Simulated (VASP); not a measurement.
# BAs (I-4m2) in VASP: a series of runs

The runs below take BAs through single point, with PBE.

Everything below comes from runs of VASP 6.6.1. Logs are shortened: lines on timing, memory, paths and dates and some standing lists are left out, and cuts for length are marked.

**1. The cell of the first run**

It takes space group I-4m2 (No. 119, tetragonal). Conventional cell: a = 3.315 Å, b = 3.315 Å, c = 4.828 Å, α = 90.00°, β = 90.00°, γ = 90.00°. B (site symmetry -4m2) has 4 As at 2.05 Å within 2.7 Å. As (site symmetry -4m2) has 4 B at 2.05 Å within 2.7 Å.

**2. Single point, PBE (epitaxial xy strain -2.0%)**

The input, INCAR:

```
  PREC = Accurate
  ENCUT = 560
  EDIFF = 1E-6
  ISMEAR = -1
  SIGMA = 0.02
  LREAL = F
  LASPH = T
  NELM = 120
  ALGO = Normal
  ISIF = 2
  LWAVE = F
  LCHARG = F
  GGA = PE
  NBANDS = 16
  GGA_COMPAT = F
```

The input, KPOINTS:

```
Automatic mesh
0
Gamma
  10 10 10
```

The input, POSCAR:

```
BAs
1.0
    0.0000000000      2.3440302520      2.4139767673
    2.3440302520      0.0000000000      2.4139767673
    2.3440302520      2.3440302520      0.0000000000
B As
1 1
Direct
    0.0000000000      0.0000000000      0.0000000000
    0.2500000000      0.2500000000      0.2500000000
```

Potentials or basis: VASP PAW PBE potentials, release 64 (B, As_d).

On the command line:

```sh
cat potpaw_PBE.64/B/POTCAR potpaw_PBE.64/As_d/POTCAR > POTCAR
mpirun -np 1 vasp_std > vasp.out
```

OUTCAR:

```text
PREC = Accurate
   ENCUT = 560
   EDIFF = 1E-6
   ISMEAR = -1
   LREAL = F
   LASPH = T
   NELM = 120
   ISIF = 2
   GGA = PE

 ion  position               nearest neighbor table
   1  0.000  0.000  0.000-   2 2.05   2 2.05   2 2.05   2 2.05
   2  0.250  0.250  0.250-   1 2.05   1 2.05   1 2.05   1 2.05

  LATTYP: Found a body centered tetragonal cell.
 ALAT       =     3.3149593730
 C/A-ratio  =     1.4564140888

  Lattice vectors:

 A1 = (  -2.3440302520,   0.0000000000,   2.4139767673)
 A2 = (   2.3440302520,   0.0000000000,   2.4139767673)
 A3 = (   0.0000000000,   2.3440302520,  -2.4139767673)

Analysis of symmetry for initial positions (statically):
=====================================================================
 Subroutine PRICEL returns:
 Original cell was already a primitive cell.

 Routine SETGRP: Setting up the symmetry group for a
 body centered tetragonal supercell.

 Subroutine GETGRP returns: Found  8 space group operations
 (whereof  8 operations were pure point group operations)
 out of a pool of 16 trial point group operations.

The static configuration has the point symmetry D_2d.

Analysis of symmetry for dynamics (positions and initial velocities):
=====================================================================
 Subroutine PRICEL returns:
 Original cell was already a primitive cell.

 Routine SETGRP: Setting up the symmetry group for a
 body centered tetragonal supercell.

 Subroutine GETGRP returns: Found  8 space group operations
 (whereof  8 operations were pure point group operations)
 out of a pool of 16 trial point group operations.

The dynamic configuration has the point symmetry D_2d.

 Subroutine INISYM returns: Found  8 space group operations
 (whereof  8 operations are pure point group operations),
 and found     1 'primitive' translations

----------------------------------------------------------------------------------------

                                     Primitive cell

  volume of cell :      26.5271

  direct lattice vectors                    reciprocal lattice vectors
     0.000000000  2.344030252  2.413976767    -0.213307827  0.213307827  0.207127097
     2.344030252  0.000000000  2.413976767     0.213307827 -0.213307827  0.207127097
     2.344030252  2.344030252  0.000000000     0.213307827  0.213307827 -0.207127097

  length of vectors
     3.364782557  3.364782557  3.314959373     0.365926349  0.365926349  0.365926349

  position of ions in fractional coordinates (direct lattice)
     0.000000000  0.000000000  0.000000000
     0.250000000  0.250000000  0.250000000

  ion indices of the primitive-cell ions
   primitive index   ion index
                 1           1
                 2           2

----------------------------------------------------------------------------------------

 KPOINTS: Automatic mesh

Automatic generation of k-mesh.
 Grid dimensions read from file:
 generate k-points for:   10   10   10

 Generating k-lattice:

  Cartesian coordinates                     Fractional coordinates (reciprocal lattice)
    -0.021330783  0.021330783  0.020712710     0.100000000  0.000000000  0.000000000
     0.021330783 -0.021330783  0.020712710     0.000000000  0.100000000  0.000000000
     0.021330783  0.021330783 -0.020712710     0.000000000  0.000000000  0.100000000

  Length of vectors
     0.036592635  0.036592635  0.036592635

  Shift w.r.t. Gamma in fractional coordinates (k-lattice)
     0.000000000  0.000000000  0.000000000

 Subroutine IBZKPT returns following result:
 ===========================================

 Found    102 irreducible k-points:

 Following reciprocal coordinates:
            Coordinates               Weight
  0.000000  0.000000  0.000000      1.000000
  0.100000 -0.000000  0.000000      8.000000
  0.200000 -0.000000  0.000000      8.000000
  0.300000  0.000000  0.000000      8.000000
  0.400000  0.000000  0.000000      8.000000
  0.500000 -0.000000  0.000000      4.000000
[... 16 lines left out ...]
  0.300000  0.300000  0.000000      2.000000
  0.400000  0.300000  0.000000      8.000000
 [... further k-points ...]
   k-points           NKPTS =    102   k-points in BZ     NKDIM =    102   number of bands    NBANDS=     16
   number of dos      NEDOS =    301   number of ions     NIONS =      2
   total plane-waves  NPLWV =  21952
   dimension x,y,z NGX =    28 NGY =   28 NGZ =   28
   dimension x,y,z NGXF=    56 NGYF=   56 NGZF=   56
   ions per type =               1   1
   NGX,Y,Z   is equivalent  to a cutoff of  13.83, 13.83, 14.04 a.u.
   NGXF,Y,Z  is equivalent  to a cutoff of  27.67, 27.67, 28.08 a.u.
 SYSTEM =  unknown system
   PREC   = accura    normal or accurate (medium, high low for compatibility)
   ISTART =      0    job   : 0-new  1-cont  2-samecut
   ICHARG =      2    charge: 1-file 2-atom 10-const
   ISPIN  =      1    spin polarized calculation?
   LNONCOLLINEAR =      F non collinear calculations
   LSORBIT =      F    spin-orbit coupling
   LASPH  =      T    aspherical Exc in radial PAW
   ENCUT  =  560.0 eV  41.16 Ry    6.42 a.u.   6.49  6.49  6.40*2*pi/ulx,y,z
   NELM   =    120;   NELMIN=  2; NELMDL= -5     # of ELM steps
   EDIFF  = 0.1E-05   stopping-criterion for ELM
   LREAL  =      F    real-space projection
   EDIFFG = 0.1E-04   stopping-criterion for IOM
   NSW    =      0    number of steps for IOM
   IBRION =     -1    ionic relax: 0-MD 1-quasi-New 2-CG
   NFREE  =      0    steps in history (QN), initial steepest desc. (CG)
   ISIF   =      2    stress and relaxation
   ISYM   =      2    0-nonsym 1-usesym 2-fastsym
   POTIM  = 0.5000    time-step for ionic-motion
   TEBEG  =    0.0;   TEEND  =   0.0 temperature during run
   PSTRESS=    0.0 pullay stress
   NELECT =      18.0000    total number of electrons
   NUPDOWN=      -1.0000    fix difference up-down
   EMIN   =  10.00;   EMAX   =-10.00  energy-range for DOS
   EFERMI =   0.00;   METHOD = LEGACY
   ISMEAR =    -1;   SIGMA  =   0.02  broadening in eV -4-tet -1-fermi 0-gaus
   EFERMI_NEDOS =   21; number of points for ismear=-14 and -15
   IALGO  =     38    algorithm
   IMIX   =      4    mixing-type and parameters
     AMIX     =   0.40;   BMIX     =  1.00
     AMIX_MAG =   1.60;   BMIX_MAG =  1.00
  volume/ion in A,a.u.               =      13.26        89.51
  Fermi-wavevector in a.u.,A,eV,Ry     =   1.438586  2.718533 28.157661  2.069530
  Thomas-Fermi vector in A             =   2.557536
   LORBIT       =      0    0 simple, 1 ext, 2 COOP (PROOUT), +10 PAW based schemes
   GGA     = PE    functional components
   LHFCALC =     F    Hartree Fock is set to
   AEXX    =    0.0000 exact exchange contribution
   IVDW    =     0    specifies the selected vdW correction
   LEPSILON=     F    determine dielectric tensor
   LRPA    =     F    only Hartree local field effects (RPA)
 non-spin polarized calculation
  energy-cutoff  :      560.00
  volume of cell :       26.53
 maximum number of plane-waves:       813
 NGX is ok and might be reduce to    28
   NGX = 13   NGY = 13   NGZ = 13

 number of electron      18.0000004 magnetization

 Free energy of the ion-electron system (eV)
  ---------------------------------------------------
  ext. energy  EPLUGINS =         0.00000000
  ---------------------------------------------------
  free energy    TOTEN  =       -11.40904919 eV

  energy without entropy =      -11.40904919  energy(sigma->0) =      -11.40904919

 E-fermi :   5.6969     XC(G=0): -11.2676

 val. band max:        5.1647592172   @ k =   0.0000   0.0000   0.0000
 cond. band min:       6.0965076470   @ k =   0.4000   0.0000   0.4000
 fundamental gap:      0.9317484298
 Fermi energy:         5.6969166757

 k-point     1 :       0.0000    0.0000    0.0000
  band No.  band energies     occupation
      1     -30.7524      2.00000
      2     -30.7473      2.00000
      3     -30.7473      2.00000
      4     -30.7247      2.00000
      5     -30.7212      2.00000
      6     -10.5833      2.00000
[... 8 lines left out ...]
     15      17.8940      0.00000
     16      18.8056      0.00000

 k-point     2 :       0.1000   -0.0000    0.0000
  band No.  band energies     occupation
      1     -30.7516      2.00000
      2     -30.7469      2.00000
      3     -30.7465      2.00000
      4     -30.7248      2.00000
      5     -30.7211      2.00000
      6     -10.4150      2.00000
[... 8 lines left out ...]
     15      16.8128      0.00000
     16      17.5028      0.00000

 k-point     3 :       0.2000   -0.0000    0.0000
  band No.  band energies     occupation
      1     -30.7497      2.00000
      2     -30.7457      2.00000
      3     -30.7445      2.00000
      4     -30.7247      2.00000
      5     -30.7206      2.00000
      6      -9.9180      2.00000
[... 8 lines left out ...]
     15      16.5992      0.00000
     16      16.6147      0.00000

 k-point     4 :       0.3000    0.0000    0.0000
  band No.  band energies     occupation
      1     -30.7477      2.00000
      2     -30.7443      2.00000
      3     -30.7426      2.00000
      4     -30.7241      2.00000
      5     -30.7196      2.00000
      6      -9.1275      2.00000
[... 8 lines left out ...]
     15      16.9287      0.00000
     16      17.0436      0.00000
[... 324 lines left out ...]
 k-point    22 :      -0.2000    0.2000    0.0000
  band No.  band energies     occupation
      1     -30.7459      2.00000
      2     -30.7443      2.00000
      3     -30.7412      2.00000
      4     -30.7258      2.00000
      5     -30.7186      2.00000
      6      -8.8296      2.00000
[... 8 lines left out ...]
     15      17.9681      0.00000
     16      19.5882      0.00000

 k-point    23 :       0.3000    0.3000    0.0000
  band No.  band energies     occupation
      1     -30.7557      2.00000
      2     -30.7363      2.00000
      3     -30.7363      2.00000
      4     -30.7249      2.00000
      5     -30.7209      2.00000
      6      -8.6897      2.00000
[... 8 lines left out ...]
     15      20.2452      0.00000
     16      20.9764      0.00000

 k-point    24 :       0.4000    0.3000    0.0000
  band No.  band energies     occupation
      1     -30.7553      2.00000
      2     -30.7346      2.00000
      3     -30.7343      2.00000
      4     -30.7252      2.00000
      5     -30.7203      2.00000
      6      -7.9594      2.00000
[... 8 lines left out ...]
     15      21.0847      0.00000
     16      21.6004      0.00000

 [... further k-points ...]

------------------------ aborting loop because EDIFF is reached ----------------------------------------

  FORCE on cell =-STRESS in cart. coord.  units (eV):
  Direction    XX          YY          ZZ          XY          YZ          ZX
  --------------------------------------------------------------------------------------
  -------------------------------------------------------------------------------------
  Total        1.4484706      1.4484706      0.3671188      0.0000000      0.0000000     -0.0000000
  in kB       87.4844306     87.4844306     22.1731685      0.0000000      0.0000000     -0.0000000
  external PRESSURE =      65.7140099 kB  Pullay stress =       0.0000000 kB

 VOLUME and BASIS-vectors are now :
 -----------------------------------------------------------------------------
  energy-cutoff  :      560.00
  volume of cell :       26.53
      direct lattice vectors                 reciprocal lattice vectors
     0.000000000  2.344030252  2.413976767    -0.213307827  0.213307827  0.207127097
     2.344030252  0.000000000  2.413976767     0.213307827 -0.213307827  0.207127097
     2.344030252  2.344030252  0.000000000     0.213307827  0.213307827 -0.207127097

 POSITION                                       TOTAL-FORCE (eV/Angst)
 -----------------------------------------------------------------------------------
      0.00000      0.00000      0.00000         0.000000      0.000000      0.000000
      1.17202      1.17202      1.20699        -0.000000     -0.000000     -0.000000
 -----------------------------------------------------------------------------------
    total drift:                                0.000001      0.000001      0.000001

  FREE ENERGIE OF THE ION-ELECTRON SYSTEM (eV)
  ---------------------------------------------------
  free  energy   TOTEN  =       -11.4090491868 eV

  energy  without entropy=      -11.4090491868  energy(sigma->0) =      -11.40904919
```

It took 30 s on 1 thread of Intel Xeon Platinum 8488C (Sapphire Rapids), shared host; peak memory 0.18 GiB.

Results:

```
Free energy            : -11.4090 eV
Pressure               : 6.6 GPa
Band gap on the k mesh : 0.93 eV (least direct gap 3.16 eV)
```

Caveat: the cell differs from its parent crystal (epitaxial xy strain -2.0%); the stress differs along the axes, from 2 to 9 GPa. A k mesh can miss the band edges.

**3. Single point, PBE (epitaxial xy strain -3.0%)**

The input, INCAR:

```
ALGO = Normal
EDIFF = 1E-6
ENCUT = 560
GGA = PE
GGA_COMPAT = False
ISIF = 2
ISMEAR = -1
LASPH = True
LCHARG = True
LELF = True
LREAL = False
LVHAR = True
LWAVE = False
NBANDS = 16
NELM = 120
PREC = Accurate
SIGMA = 0.02
```

The input, KPOINTS:

```
k-points
0
Gamma
  10 10 10
```

The input, POSCAR:

```
BAs
1.0
    0.0000000000      2.3201115760      2.4249710624
    2.3201115760      0.0000000000      2.4249710624
    2.3201115760      2.3201115760      0.0000000000
B As
1 1
Direct
    0.0000000000      0.0000000000      0.0000000000
    0.2500000000      0.2500000000      0.2500000000
```

Potentials or basis: VASP PAW PBE potentials, release 64 (B, As_d).

On the command line:

```sh
cat potpaw_PBE.64/B/POTCAR potpaw_PBE.64/As_d/POTCAR > POTCAR
mpirun -np 1 vasp_std > vasp.out
```

Wall time 46 s (1 thread of Intel Xeon Platinum 8259CL at 2.50GHz (Skylake/Cascade Lake), shared host); peak memory 0.18 GiB.

The run converged. Its results:

```
Free energy            : -11.3745 eV
Pressure               : 9.2 GPa
Band gap on the k mesh : 0.80 eV (least direct gap 3.10 eV)
```

Stress tensor (GPa, compression positive):
```
12.55  0.00  0.00
 0.00 12.55  0.00
 0.00  0.00  2.38
```

Levels at points of the mesh, in eV from the valence-band top:
| k point | band 6 | band 7 | band 8 | band 9 | band 10 | band 11 | band 12 | band 13 |
| --- | --- | --- | --- | --- | --- | --- | --- | --- |
| (0.00, 0.00, 0.00) | -15.95 | -0.46 | 0.00 | 0.00 | 3.10 | 3.10 | 3.39 | 5.06 |
| (0.50, 0.00, 0.00) | -12.92 | -9.25 | -2.33 | -1.76 | 2.65 | 4.65 | 4.89 | 8.84 |
| (0.50, 0.50, 0.00) | -11.80 | -9.16 | -4.11 | -4.11 | 1.58 | 1.66 | 11.64 | 11.64 |
| (0.50, 0.00, 0.50) | -11.41 | -8.79 | -4.59 | -4.50 | 1.07 | 1.07 | 11.26 | 11.95 |

Caveat: the cell differs from its parent crystal (epitaxial xy strain -3.0%); the stress differs along the axes, from 2 to 13 GPa; semilocal functionals underestimate gaps, and a narrow one can read as zero.

(Continued in part 2 of 2.)
